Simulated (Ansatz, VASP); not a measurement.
# CuI: VASP beside Ansatz

```xyz
2
Lattice="0.0000 3.0120 3.0120 3.0120 0.0000 3.0120 3.0120 3.0120 0.0000" Properties=species:S:1:pos:R:3 pbc="T T T"
Cu    0.0000    0.0000    0.0000
I     1.5060    1.5060    1.5060
```

Alike in both runs: task single point; functional PBEsol; k mesh 6 × 6 × 6; no spin polarisation.

|  | VASP | Ansatz |
| --- | --- | --- |
| version | VASP 6.6.1 | Ansatz 0.2.0 |
| potentials or method | VASP PAW PBE potentials, release 64 (Cu, I) | plane waves, PAW |
| plane-wave cutoff (eV) | 520 | 420 |
| occupations | gaussian, width 0.01 eV | fixed |
| valence electrons in the cell | 18 | 36 |

Ansatz gave:

- gap on the k mesh at the Fermi level (eV): 1.06
- pressure (GPa): -1.9

Problem. Estimate VASP's values.

Solution. gap on the k mesh at the Fermi level (eV): 1.08; pressure (GPa): -1.4.

VASP's potentials were made for PBE, not for PBEsol. VASP's potentials hold 18 valence electrons a cell and Ansatz's 36, so a difference there can come from the potentials and not from the codes.

Spin-orbit coupling is off throughout.
